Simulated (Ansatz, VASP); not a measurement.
## KTaO3 in VASP and in Ansatz

The input INCAR:

```
SYSTEM = KTaO3
ALGO = Normal
EDIFF = 1E-7
ENCUT = 520
GGA = PE
ISIF = 2
ISMEAR = 0
LASPH = .TRUE.
LCHARG = .FALSE.
LREAL = .FALSE.
LWAVE = .FALSE.
NBANDS = 27
NELM = 100
PREC = Accurate
SIGMA = 0.05
```

The input KPOINTS:

```
k-points
0
G
  8 8 8
  0 0 0
```

POSCAR

```
KTaO3
1.0
    4.0427905192      0.4860833176      0.4860833176
    0.4860833176      4.0427905192      0.4860833176
    0.4860833176      0.4860833176      4.0427905192
K Ta O
1 1 3
Direct
    0.5000000000      0.5000000000      0.5000000000
    0.0000000000      0.0000000000      0.0000000000
    0.5000000000      0.0000000000      0.0000000000
    0.0000000000      0.5000000000      0.0000000000
    0.0000000000      0.0000000000      0.5000000000
```

Input for Ansatz:

```yaml
crystal:
  lattice:
    - [4.0427905192, 0.4860833176, 0.4860833176]
    - [0.4860833176, 4.0427905192, 0.4860833176]
    - [0.4860833176, 0.4860833176, 4.0427905192]
  atoms:
    - { symbol: K, position: [0.5, 0.5, 0.5] }
    - { symbol: Ta, position: [0.0, 0.0, 0.0] }
    - { symbol: O, position: [0.5, 0.0, 0.0] }
    - { symbol: O, position: [0.0, 0.5, 0.0] }
    - { symbol: O, position: [0.0, 0.0, 0.5] }
basis:
  ecutwfc: 420
kpoints:
  mp_grid: { grid: [8, 8, 8] }
hamiltonian:
  xc: pbe
scf:
  occupations: { method: gaussian, width: 0.05 }
output:
  forces: true
  stress: true
  eigenvalues: true
```

Alike in both runs: task single point; functional PBE; k mesh 8 × 8 × 8; occupations gaussian, width 0.05 eV; no spin polarisation.

```csv
,VASP,Ansatz
version,VASP 6.6.1,Ansatz 0.2.0
potentials or method,"VASP PAW PBE potentials, release 64 (K_sv, Ta_pv, O), cutoff 520 eV","scalar-relativistic, plane waves, PAW"
valence electrons in the cell,38,40
```

```tsv
	VASP	Ansatz	Ansatz less VASP
gap on the k mesh at the Fermi level (eV)	0.42	0.46	+0.037
least direct gap on the mesh (eV)	0.53	0.57	+0.035
pressure (GPa)	5.4	4.7	-0.74
traceless stress, the component that is largest in VASP (GPa)	-25.48	-25.43	+0.047
```

VASP's potentials hold 38 valence electrons a cell and Ansatz's 40, so a difference there can come from the potentials and not from the codes.

Spin-orbit coupling is off throughout.
